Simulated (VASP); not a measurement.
# Al2Cu (I4/mmm) in VASP: further runs, part 2 of 2

VASP 6.6.1.

## (3) Relaxation of cell and atoms, PBE

This run uses another cell than the first one, of 15.67 Å³/atom, 0.973 times its volume.

INCAR

```
PREC     = Accurate       # precision mode
ENCUT    = 600            # plane-wave cutoff, eV
EDIFF    = 1E-6           # SCF threshold, eV
ISMEAR   = 0              # smearing method
SIGMA    = 0.1            # smearing width, eV
LREAL    = False          # projectors in reciprocal space
LASPH    = True           # aspherical terms in the spheres
NELM     = 100            # most SCF steps
ALGO     = Normal         # electronic algorithm
ISIF     = 3              # what is computed and relaxed
LWAVE    = False          # write WAVECAR
LCHARG   = False          # write CHGCAR
GGA      = PE             # functional
IBRION   = 2              # ionic algorithm
NSW      = 70             # ionic steps
EDIFFG   = -0.02          # ionic threshold
```

KPOINTS

```
Automatic mesh
0
Gamma
  16 16 16
```

POSCAR

```
Al2Cu
1.0
   -2.0303375700      2.0303375700      2.8510940100
    2.0303375700     -2.0303375700      2.8510940100
    2.0303375700      2.0303375700     -2.8510940100
Al Cu
2 1
Direct
    0.7500000000      0.2500000000      0.5000000000
    0.2500000000      0.7500000000      0.5000000000
    0.5000000000      0.5000000000      0.0000000000
```

Potentials or basis: VASP PAW PBE potentials, release 64 (Al, Cu).

The run is started by

```console
$ cat potpaw_PBE.64/Al/POTCAR potpaw_PBE.64/Cu/POTCAR > POTCAR
$ mpirun -np 1 vasp_std > vasp.out
```

OUTCAR:

```text
PREC = Accurate
   ENCUT = 600
   EDIFF = 1E-6
   ISMEAR = 0
   LREAL = False
   LASPH = True
   NELM = 100
   ISIF = 3
   GGA = PE
   IBRION = 2
   NSW = 70
   EDIFFG = -0.02

 ion  position               nearest neighbor table
   1  0.750  0.250  0.500-   3 2.48   3 2.48   3 2.48   3 2.48   2 2.85   2 2.85   2 2.87   2 2.87
                             2 2.87   2 2.87
   2  0.250  0.750  0.500-   3 2.48   3 2.48   3 2.48   3 2.48   1 2.85   1 2.85   1 2.87   1 2.87
                             1 2.87   1 2.87
   3  0.500  0.500  0.000-   2 2.48   1 2.48   2 2.48   1 2.48   1 2.48   2 2.48   1 2.48   2 2.48

  LATTYP: Found a body centered tetragonal cell.
 ALAT       =     4.0606751400
 C/A-ratio  =     1.4042462949

  Lattice vectors:

 A1 = (  -2.0303375700,   2.0303375700,   2.8510940100)
 A2 = (   2.0303375700,  -2.0303375700,   2.8510940100)
 A3 = (   2.0303375700,   2.0303375700,  -2.8510940100)

Analysis of symmetry for initial positions (statically):
=====================================================================
 Subroutine PRICEL returns:
 Original cell was already a primitive cell.

 Routine SETGRP: Setting up the symmetry group for a
 body centered tetragonal supercell.

 Subroutine GETGRP returns: Found 16 space group operations
 (whereof 16 operations were pure point group operations)
 out of a pool of 16 trial point group operations.

The static configuration has the point symmetry D_4h.

Analysis of symmetry for dynamics (positions and initial velocities):
=====================================================================
 Subroutine PRICEL returns:
 Original cell was already a primitive cell.

 Routine SETGRP: Setting up the symmetry group for a
 body centered tetragonal supercell.

 Subroutine GETGRP returns: Found 16 space group operations
 (whereof 16 operations were pure point group operations)
 out of a pool of 16 trial point group operations.

The dynamic configuration has the point symmetry D_4h.

 Subroutine INISYM returns: Found 16 space group operations
 (whereof 16 operations are pure point group operations),
 and found     1 'primitive' translations

----------------------------------------------------------------------------------------

                                     Primitive cell

  volume of cell :      47.0119

  direct lattice vectors                    reciprocal lattice vectors
    -2.030337570  2.030337570  2.851094010     0.000000000  0.246264467  0.175371278
     2.030337570 -2.030337570  2.851094010     0.246264467  0.000000000  0.175371278
     2.030337570  2.030337570 -2.851094010     0.246264467  0.246264467  0.000000000

  length of vectors
     4.046390781  4.046390781  4.046390781     0.302326434  0.302326434  0.348270550

  position of ions in fractional coordinates (direct lattice)
     0.750000000  0.250000000  0.500000000
     0.250000000  0.750000000  0.500000000
     0.500000000  0.500000000  0.000000000

  ion indices of the primitive-cell ions
   primitive index   ion index
                 1           1
                 2           2
                 3           3

----------------------------------------------------------------------------------------

 KPOINTS: Automatic mesh

Automatic generation of k-mesh.
[... 54 lines left out ...]
   NGX,Y,Z   is equivalent  to a cutoff of  13.15, 13.15, 13.15 a.u.
   NGXF,Y,Z  is equivalent  to a cutoff of  26.29, 26.29, 26.29 a.u.
 SYSTEM =  unknown system
   PREC   = accura    normal or accurate (medium, high low for compatibility)
   ISTART =      0    job   : 0-new  1-cont  2-samecut
   ICHARG =      2    charge: 1-file 2-atom 10-const
   ISPIN  =      1    spin polarized calculation?
   LNONCOLLINEAR =      F non collinear calculations
   LSORBIT =      F    spin-orbit coupling
   LASPH  =      T    aspherical Exc in radial PAW
   ENCUT  =  600.0 eV  44.10 Ry    6.64 a.u.   8.08  8.08  8.08*2*pi/ulx,y,z
   NELM   =    100;   NELMIN=  2; NELMDL= -5     # of ELM steps
   EDIFF  = 0.1E-05   stopping-criterion for ELM
   LREAL  =      F    real-space projection
   EDIFFG = -.2E-01   stopping-criterion for IOM
   NSW    =     70    number of steps for IOM
   IBRION =      2    ionic relax: 0-MD 1-quasi-New 2-CG
   NFREE  =      1    steps in history (QN), initial steepest desc. (CG)
   ISIF   =      3    stress and relaxation
   ISYM   =      2    0-nonsym 1-usesym 2-fastsym
   POTIM  = 0.5000    time-step for ionic-motion
   TEBEG  =    0.0;   TEEND  =   0.0 temperature during run
   PSTRESS=    0.0 pullay stress
   NELECT =      17.0000    total number of electrons
   NUPDOWN=      -1.0000    fix difference up-down
   EMIN   =  10.00;   EMAX   =-10.00  energy-range for DOS
   EFERMI =   0.00;   METHOD = LEGACY
   ISMEAR =     0;   SIGMA  =   0.10  broadening in eV -4-tet -1-fermi 0-gaus
   EFERMI_NEDOS =   21; number of points for ismear=-14 and -15
   IALGO  =     38    algorithm
   IMIX   =      4    mixing-type and parameters
     AMIX     =   0.40;   BMIX     =  1.00
     AMIX_MAG =   1.60;   BMIX_MAG =  1.00
  volume/ion in A,a.u.               =      15.67       105.75
  Fermi-wavevector in a.u.,A,eV,Ry     =   1.166331  2.204046 18.508384  1.360328
  Thomas-Fermi vector in A             =   2.302845
   LORBIT       =      0    0 simple, 1 ext, 2 COOP (PROOUT), +10 PAW based schemes
   GGA     = PE    functional components
   LHFCALC =     F    Hartree Fock is set to
   AEXX    =    0.0000 exact exchange contribution
   IVDW    =     0    specifies the selected vdW correction
   LEPSILON=     F    determine dielectric tensor
   LRPA    =     F    only Hartree local field effects (RPA)
 conjugate gradient relaxation of ions
 non-spin polarized calculation
 Gauss-broadening in eV      SIGMA  =   0.10
  energy-cutoff  :      600.00
  volume of cell :       47.01
 maximum number of plane-waves:      1588
   NGX = 17   NGY = 17   NGZ = 17

--------------------------------------- Ionic step        1  -------------------------------------------

 number of electron      17.0000011 magnetization

 Free energy of the ion-electron system (eV)
  ---------------------------------------------------
  ext. energy  EPLUGINS =         0.00000000
  ---------------------------------------------------
  free energy    TOTEN  =       -11.73672357 eV

  energy without entropy =      -11.73269999  energy(sigma->0) =      -11.73471178

------------------------ aborting loop because EDIFF is reached ----------------------------------------

  FORCE on cell =-STRESS in cart. coord.  units (eV):
  Direction    XX          YY          ZZ          XY          YZ          ZX
  --------------------------------------------------------------------------------------
  -------------------------------------------------------------------------------------
  Total        0.9463259      0.9463259      1.1671032      0.0000000      0.0000000      0.0000000
  in kB       32.2510070     32.2510070     39.7751475      0.0000000      0.0000000      0.0000000
  external PRESSURE =      34.7590538 kB  Pullay stress =       0.0000000 kB
[... 246 lines left out ...]
--------------------------------------- Ionic step        8  -------------------------------------------

 number of electron      17.0000001 magnetization

 Free energy of the ion-electron system (eV)
  ---------------------------------------------------
  ext. energy  EPLUGINS =         0.00000000
  ---------------------------------------------------
  free energy    TOTEN  =       -11.75077978 eV

  energy without entropy =      -11.74667963  energy(sigma->0) =      -11.74872971

 E-fermi :   6.8840     XC(G=0): -10.3984

 val. band max:        6.8645665192   @ k =  -0.0625   0.1250   0.0625
 cond. band min:       6.8921548815   @ k =  -0.2500   0.3125   0.1875
 fundamental gap:      0.0275883623
 Fermi energy:         6.8840131332

 k-point     1 :       0.0000    0.0000    0.0000
  band No.  band energies     occupation
      1      -3.2278      2.00000
      2       2.3893      2.00000
      3       2.3893      2.00000
      4       2.3894      2.00000
      5       2.9370      2.00000
      6       2.9370      2.00000
      7       9.7236      0.00000
      8       9.7242      0.00000
      9       9.7242      0.00000
     10       9.8054      0.00000
     11       9.8054      0.00000
     12       9.8058      0.00000
[... 331 lines left out ...]
 k-point    24 :      -0.0625    0.0625    0.0000
  band No.  band energies     occupation
      1      -3.1587      2.00000
      2       2.3677      2.00000
      3       2.3997      2.00000
      4       2.3998      2.00000
      5       2.9251      2.00000
      6       2.9428      2.00000
      7       8.7564      0.00000
      8       8.7569      0.00000
      9       9.3198      0.00000
     10       9.5186      0.00000
     11      10.8685      0.00000
     12      10.8691      0.00000

 [... further k-points ...]
[... 5 lines left out ...]
  --------------------------------------------------------------------------------------
  -------------------------------------------------------------------------------------
  Total        0.0332592      0.0332592      0.0370469      0.0000000     -0.0000000      0.0000000
  in kB        1.1001176      1.1001176      1.2254036      0.0000000     -0.0000000      0.0000000
  external PRESSURE =       1.1418796 kB  Pullay stress =       0.0000000 kB
[... 18 lines left out ...]
  FREE ENERGIE OF THE ION-ELECTRON SYSTEM (eV)
  ---------------------------------------------------
  free  energy   TOTEN  =       -11.7507797819 eV

  energy  without entropy=      -11.7466796313  energy(sigma->0) =      -11.74872971

 reached required accuracy - stopping structural energy minimisation
```

It took 6.3 min on 1 thread of AMD EPYC 9R45 (Zen 5), shared host; peak memory 0.37 GiB.

Results:

```
Free energy                            : -11.7508 eV
Relaxed volume                         : 16.15 Å³/atom
Relaxed cell                           : a = 4.092 Å, b = 4.092 Å, c = 4.092 Å, α = 120.00°, β = 120.00°, γ = 90.00°
Space group after relaxing (to 0.05 Å) : Fm-3m (No. 225)
Energy gained by relaxing              : 4.7 meV/atom
Ionic steps                            : 8
Pressure after relaxing                : 0.1 GPa
```

Step by step:
| step | energy change (eV) | largest force (eV/Å) | pressure (GPa) | volume (Å³) |
| --- | --- | --- | --- | --- |
| 1 | 0.0000 | 0.0000 | 3.48 | 47.01 |
| 2 | -0.0091 | 0.0000 | -1.80 | 49.36 |
| 3 | -0.0138 | 0.0000 | 0.19 | 48.42 |
| 4 | -0.0138 | 0.0000 | -0.14 | 48.51 |
| 5 | -0.0138 | 0.0000 | -0.06 | 48.48 |
| 6 | -0.0138 | 0.0000 | 0.00 | 48.45 |
| 7 | -0.0140 | 0.0000 | 0.09 | 48.44 |
| 8 | -0.0141 | 0.0000 | 0.11 | 48.44 |

Final structure:
```xyz
3
Lattice="-2.0459 2.0459 2.8931 2.0459 -2.0459 2.8931 2.0459 2.0459 -2.8931" Properties=species:S:1:pos:R:3 pbc="T T T"
Al    0.0000    2.0459    1.4466
Al    2.0459    0.0000    1.4466
Cu    0.0000    0.0000    2.8931
```

## (4) Single point, PBE

This run uses another cell than the first one, of 15.67 Å³/atom, 0.973 times its volume.

INCAR

```
SYSTEM = Al2Cu
  PREC = Accurate
  ENCUT = 520
  EDIFF = 1E-6
  ISMEAR = 0
  SIGMA = 0.1
  LREAL = .False.
  LASPH = .True.
  NELM = 100
  ALGO = Normal
  ISIF = 2
  LWAVE = .False.
  LCHARG = .True.
  GGA = PE
  LELF = .True.
  LVHAR = .True.
  NBANDS = 16
```

KPOINTS

```
regular mesh
0
Gamma
  6 6 6
  0 0 0
```

POSCAR is that of step 3.

Potentials or basis: VASP PAW PBE potentials, release 64 (Al, Cu).

The run is started by

```console
$ cat potpaw_PBE.64/Al/POTCAR potpaw_PBE.64/Cu/POTCAR > POTCAR
$ mpirun -np 1 vasp_std > vasp.out
```

OUTCAR:

```text
SYSTEM = Al2Cu
   PREC = Accurate
   ENCUT = 520
   EDIFF = 1E-6
   ISMEAR = 0
   LREAL = .False.
   LASPH = .True.
   NELM = 100
   ISIF = 2
   GGA = PE

 ion  position               nearest neighbor table
   1  0.750  0.250  0.500-   3 2.48   3 2.48   3 2.48   3 2.48   2 2.85   2 2.85   2 2.87   2 2.87
                             2 2.87   2 2.87
   2  0.250  0.750  0.500-   3 2.48   3 2.48   3 2.48   3 2.48   1 2.85   1 2.85   1 2.87   1 2.87
                             1 2.87   1 2.87
   3  0.500  0.500  0.000-   2 2.48   1 2.48   2 2.48   1 2.48   1 2.48   2 2.48   1 2.48   2 2.48

  LATTYP: Found a body centered tetragonal cell.
 ALAT       =     4.0606751400
[... 647 lines left out ...]
 [... further k-points ...]
[... 5 lines left out ...]
  --------------------------------------------------------------------------------------
  -------------------------------------------------------------------------------------
  Total        0.8474507      0.8474507      0.8568823      0.0000000      0.0000000      0.0000000
  in kB       28.8813175     28.8813175     29.2027481      0.0000000      0.0000000      0.0000000
  external PRESSURE =      28.9884610 kB  Pullay stress =       0.0000000 kB

 VOLUME and BASIS-vectors are now :
 -----------------------------------------------------------------------------
  energy-cutoff  :      520.00
  volume of cell :       47.01
      direct lattice vectors                 reciprocal lattice vectors
    -2.030337570  2.030337570  2.851094010     0.000000000  0.246264467  0.175371278
     2.030337570 -2.030337570  2.851094010     0.246264467  0.000000000  0.175371278
     2.030337570  2.030337570 -2.851094010     0.246264467  0.246264467  0.000000000

 POSITION                                       TOTAL-FORCE (eV/Angst)
 -----------------------------------------------------------------------------------
      0.00000      2.03034      1.42555         0.000000     -0.000000      0.000000
      2.03034      0.00000      1.42555        -0.000000     -0.000000     -0.000000
      0.00000      0.00000      2.85109         0.000000      0.000000     -0.000000
 -----------------------------------------------------------------------------------
    total drift:                                0.000000     -0.000000      0.000000

  FREE ENERGIE OF THE ION-ELECTRON SYSTEM (eV)
  ---------------------------------------------------
  free  energy   TOTEN  =       -11.7351073957 eV

  energy  without entropy=      -11.7295793383  energy(sigma->0) =      -11.73234337
```

OSZICAR:

```text
N       E                     dE             d eps       ncg     rms          rms(c)
DAV:   1     0.586065107286E+02    0.58607E+02   -0.68768E+03   968   0.112E+03
DAV:   2    -0.118088493098E+02   -0.70415E+02   -0.62484E+02  1048   0.194E+02
DAV:   3    -0.140583661571E+02   -0.22495E+01   -0.22198E+01  1296   0.394E+01
DAV:   4    -0.141088114191E+02   -0.50445E-01   -0.50426E-01  1192   0.514E+00
DAV:   5    -0.141113166279E+02   -0.25052E-02   -0.25052E-02  1488   0.125E+00    0.151E+01
DAV:   6    -0.163615735606E+02   -0.22503E+01   -0.42610E+01  1096   0.215E+02    0.123E+01
DAV:   7    -0.119019401208E+02    0.44596E+01   -0.11058E+01  1200   0.766E+01    0.236E+00
DAV:   8    -0.117695943905E+02    0.13235E+00   -0.11087E+00  1376   0.289E+01    0.177E+00
DAV:   9    -0.117361349869E+02    0.33459E-01   -0.13222E-01  1440   0.852E+00    0.320E-01
DAV:  10    -0.117379692614E+02   -0.18343E-02   -0.27459E-03  1584   0.115E+00    0.385E-01
DAV:  11    -0.117351057230E+02    0.28635E-02   -0.83815E-03  1256   0.313E+00    0.457E-02
DAV:  12    -0.117351381320E+02   -0.32409E-04   -0.46504E-04  1064   0.173E-01    0.411E-02
DAV:  13    -0.117351080588E+02    0.30073E-04   -0.66908E-05  1312   0.252E-01    0.661E-03
DAV:  14    -0.117351073957E+02    0.66314E-06   -0.70419E-06  1440   0.447E-02
   1 F= -.11735107E+02 E0= -.11732343E+02  d E =-.552806E-02
```

Run time: 12 s. Hardware: 1 thread of AMD EPYC 9R45 (Zen 5), shared host; peak memory 0.14 GiB.

Results:

```yaml
Free_energy: -11.7351 eV
Pressure: 2.9 GPa
```

Caveat: the k points lie up to 0.36 Å⁻¹ apart.

## (5) The runs side by side

| task | cell | k mesh | cutoff (eV) | gap on the mesh (eV) | pressure (GPa) |
| --- | --- | --- | --- | --- | --- |
| single point | a = 4.089 Å, angles 120.0, 120.0, 90.0°, 3 atoms | 16 × 16 × 16 | 520 | none | 0.1 |
| relaxation of cell and atoms | relaxed from a = 4.046 Å, angles 119.8, 119.8, 90.4°, 3 atoms | 16 × 16 × 16 | 600 | none | 0.1 |
| single point | a = 4.046 Å, angles 119.8, 119.8, 90.4°, 3 atoms | 6 × 6 × 6 | 520 | none | 2.9 |

Alike in all rows: level PBE; potentials or basis VASP PAW PBE potentials, release 64 (Al, Cu); no spin polarisation; smearing gaussian 0.1 eV.

Caveats: some runs use coarse meshes.

Absolute energies hang on the potentials; compare differences alone.
